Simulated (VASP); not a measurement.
WC: single point with PBE+D3(BJ)

Crystal: WC.

```
CELL_PARAMETERS angstrom
-2.90170 -5.02589 0.00000
4.35255 -2.51295 0.00000
0.00000 0.00000 5.66800
ATOMIC_POSITIONS crystal
W 0.74884 0.49911 0.94356
W 0.75281 0.53282 0.45487
W 0.51746 0.01788 0.93663
W 0.51928 0.99318 0.45152
W 0.27276 0.49860 0.95298
W 0.25910 0.49898 0.44861
W 0.02376 0.02184 0.93929
W 0.01353 0.01026 0.45625
C 0.51671 0.66936 0.20759
C 0.49718 0.68550 0.70453
C 0.27463 0.16579 0.20272
C 0.24917 0.17112 0.70296
C 0.01306 0.67629 0.19790
C 0.99288 0.67920 0.70409
C 0.76458 0.16897 0.22045
C 0.74455 0.18196 0.69307
```

```
Program             : VASP 6.6.1
Task                : single point
Functional          : PBE
Dispersion          : D3(BJ)
Potentials or basis : VASP PAW PBE potentials, release 64 (W_sv, C)
Cutoff              : 520 eV
k mesh              : 2 × 2 × 2
Occupations         : fermi-dirac, width 0.24 eV
Spin                : no spin polarisation
```

```yaml
Pressure: 6.4 GPa
Largest_force: 4.760 eV/Å
Band_gap_on_the_k_mesh: zero (bands 72 and 73 overlap by 0.16 eV)
Dispersion_energy_per_atom: -0.464 eV
```

Forces in eV/Å, atoms in the order of the input:
```
W    0.661 -2.803  1.887
W   -4.341  0.668 -1.227
W   -1.307  1.519  3.109
W    3.576  0.258 -1.120
W    2.993  1.196 -0.280
W    1.342 -0.298  0.293
W   -0.781  3.534  3.091
W   -0.255  0.316 -1.962
C    0.389  0.473 -1.195
C   -1.398  0.179 -0.107
C    0.399  0.364 -0.093
C   -0.160 -2.036 -0.882
C   -0.183 -0.013 -0.010
C   -0.786 -1.284  0.164
C    0.578 -0.612 -1.995
C   -0.729 -1.460  0.328
```

Stress tensor (GPa, compression positive):
```
 5.20 -2.01 -0.25
-2.01  8.88  0.50
-0.25  0.50  5.09
```

Levels at points of the mesh, in eV from the Fermi level:
| k point | band 70 | band 71 | band 72 | band 73 | band 74 | band 75 |
| --- | --- | --- | --- | --- | --- | --- |
| (0.00, 0.00, 0.00) | -0.75 | -0.58 | -0.15 | -0.10 | 0.62 | 0.91 |
| (0.50, 0.00, 0.00) | -0.97 | -0.20 | 0.06 | 0.27 | 0.37 | 0.53 |
| (0.00, 0.50, 0.00) | -0.83 | -0.28 | -0.02 | 0.83 | 1.05 | 1.87 |
| (0.50, 0.50, 0.00) | -1.81 | -1.77 | -1.46 | 1.47 | 1.55 | 1.73 |
| (0.00, 0.00, 0.50) | -1.29 | -0.15 | 0.01 | 0.11 | 0.43 | 0.52 |
| (0.50, 0.00, 0.50) | -1.28 | -1.20 | -1.10 | 0.08 | 0.30 | 0.39 |
| (0.00, 0.50, 0.50) | -1.50 | -1.41 | -0.99 | 0.42 | 0.57 | 1.01 |
| (0.50, 0.50, 0.50) | -1.75 | -1.67 | -1.48 | 0.95 | 1.30 | 1.47 |

Run time: 2.7 min on 1 thread of Intel(R) Xeon(R) 6975P-C (Granite Rapids), on a shared host, peak memory 0.31 GiB.

Caveat: the k points lie up to 0.63 Å⁻¹ apart; the atoms stand as in a frame of molecular dynamics; spin-orbit coupling is left out, which moves the levels of the heavy elements; forces of over 1 eV/Å act on the atoms, so gaps and moduli don't describe the material at rest.
